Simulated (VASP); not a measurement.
Wanted: the native input for a VASP 6.6.1 run.

| Property | Result |
| --- | --- |
| Task | relaxation of cell and atoms |
| Functional | LDA |
| Potentials or basis | VASP PAW LDA potentials, release 64 (Li_sv) |
| Cutoff | 600 eV |
| k mesh | 20 × 20 × 20 |
| Occupations | methfessel-paxton, width 0.1 eV |
| Spin | no spin polarisation |
| Dipole correction | no |
| Further INCAR settings | ALGO = Normal; EDIFF = 1e-06; IBRION = 2; EDIFFG = -0.005; NSW = 80; ISIF = 3 |

The structure of Li lies in POSCAR:

```
Li
1.0
    3.4500000000      0.0000000000      0.0000000000
    0.0000000000      3.4500000000      0.0000000000
    0.0000000000      0.0000000000      3.4500000000
Li
2
Direct
    0.0000000000      0.0000000000      0.0000000000
    0.5000000000      0.5000000000      0.5000000000
```

One way to write it, as run:

INCAR

```
PREC = Accurate ; ENCUT = 600
EDIFF = 1E-6 ; ISMEAR = 1
SIGMA = 0.1 ; LREAL = F
LASPH = T ; NELM = 80
ALGO = Normal ; ISIF = 3
LWAVE = F ; LCHARG = F
IBRION = 2 ; NSW = 80
EDIFFG = -0.005
```

KPOINTS

```
regular mesh
0
Gamma
  20 20 20
```

Potentials or basis: VASP PAW LDA potentials, release 64 (Li_sv).

The run is started by

```console
$ cat potpaw_LDA.64/Li_sv/POTCAR > POTCAR
$ mpirun -np 1 vasp_std > vasp.out
```

It gave:

| Item | Value |
| --- | --- |
| Relaxed volume | 18.72 Å³/atom |
| Relaxed cell | a = 3.345 Å, b = 3.345 Å, c = 3.345 Å, α = 90.00°, β = 90.00°, γ = 90.00° |
| Space group after relaxing (to 0.1 Å) | Im-3m (No. 229) |
| Energy gained by relaxing | 6.9 meV/atom |
| Ionic steps | 4 |
| Pressure after relaxing | 0.0 GPa |
| Band gap on the k mesh | zero (bands 3 and 4 overlap by 4.66 eV) |

Caveat: the cutoff is under 1.25 times the usual one of these potentials, so pressure, stress and relaxed cells hold a basis-set (Pulay) error.

It took 100 s on 1 thread of Oxide Virtual Turin-like Processor (shared host), peak memory 0.16 GiB.
